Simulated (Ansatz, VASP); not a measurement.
**Two plane-wave programs on MgO**

Contents of INCAR:

```
  ALGO = Normal
  EDIFF = 1E-6
  ENCUT = 600
  GGA = CA
  GGA_COMPAT = False
  ISIF = 2
  ISMEAR = 0
  LASPH = True
  LCHARG = True
  LELF = True
  LREAL = False
  LVHAR = True
  LWAVE = False
  NBANDS = 11
  NELM = 120
  PREC = Accurate
  SIGMA = 0.01
```

File KPOINTS:

```
k-points
0
Gamma
  10 10 10
```

The input POSCAR:

```
MgO
1.0
    0.0000000000      1.6927255444      1.6927255444
    1.6927255444      0.0000000000      1.6927255444
    1.6927255444      1.6927255444      0.0000000000
Mg O
1 1
Direct
    0.0000000000      0.0000000000      0.0000000000
    0.5000000000      0.5000000000      0.5000000000
```

Input for Ansatz:

```yaml
crystal:
  lattice:
    - [0.0, 1.6927255444, 1.6927255444]
    - [1.6927255444, 0.0, 1.6927255444]
    - [1.6927255444, 1.6927255444, 0.0]
  atoms:
    - { symbol: Mg, position: [0.0, 0.0, 0.0] }
    - { symbol: O, position: [0.5, 0.5, 0.5] }
scf:
  occupations: { method: fixed }
output:
  forces: true
  stress: true
  eigenvalues: true
hamiltonian:
  xc: lda
basis:
  ecutwfc: 700
kpoints:
  mp_grid: { grid: [10, 10, 10] }
```

Alike in both runs: task single point; functional LDA; k mesh 10 × 10 × 10; no spin polarisation.

```csv
,VASP,Ansatz
version,VASP 6.6.1,Ansatz 0.2.0
potentials or method,"VASP PAW LDA potentials, release 64 (Mg, O), cutoff 600 eV","scalar-relativistic, plane waves, PAW"
occupations,"gaussian, width 0.01 eV",fixed
valence electrons in the cell,8,16
```

```csv
,VASP,Ansatz,Ansatz less VASP
gap on the k mesh at the Fermi level (eV),8.38,8.49,+0.114
least direct gap on the mesh (eV),10.83,10.91,+0.080
```

LDA's correlation is that of Perdew and Zunger in VASP and of Perdew and Wang (1992) in Ansatz. VASP's potentials hold 8 valence electrons a cell and Ansatz's 16, so a difference there can come from the potentials and not from the codes.
